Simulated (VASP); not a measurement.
Crystal: Mo.

```
Mo
1.0
    -1.58381    1.58381    1.58381
     1.58381   -1.58381    1.58381
     1.58381    1.58381   -1.58381
Mo
1
Direct
  0.00000 0.00000 0.00000
```

```yaml
Program: VASP 6.6.1
Task: relaxation of cell and atoms
Functional: revPBE
Dispersion: D3(BJ)
Potentials_or_basis: VASP PAW PBE potentials, release 64 (Mo_sv)
Cutoff: 600 eV
k_mesh: 12 × 12 × 12
Occupations: fermi-dirac, width 0.05 eV
Spin: no spin polarisation
```

At the start: pressure -13.0 GPa; volume 15.89 Å³/atom.

Task: Where does the relaxation end?

Result: Over 7 steps the energy falls by 32.9 meV/atom and the volume is 15.11 Å³/atom (-4.9 %); space group Im-3m (No. 229, to 0.05 Å).

The path:
```
step  energy change (eV)  largest force (eV/Å)  pressure (GPa)  volume (Å³)
   1              0.0000                0.0000          -12.95        15.89
   2              0.2711                0.0000           54.82        13.12
   3             -0.0328                0.0000           -0.91        15.16
   4             -0.0329                0.0000           -0.14        15.12
   5             -0.0329                0.0000            0.16        15.11
   6             -0.0329                0.0000           -0.30        15.13
   7             -0.0329                0.0000            0.03        15.11
```

Final structure:
```yaml
crystal:
  lattice:
    - [-1.55753, 1.55753, 1.55753]
    - [1.55753, -1.55753, 1.55753]
    - [1.55753, 1.55753, -1.55753]
  atoms:
    - { symbol: Mo, position: [0.00000, 0.00000, 0.00000] }
```

Caveat: the PAW data sets were made with another functional, which shifts forces and pressure a little; pairwise dispersion overbinds metals, which lowers pressure and volume.
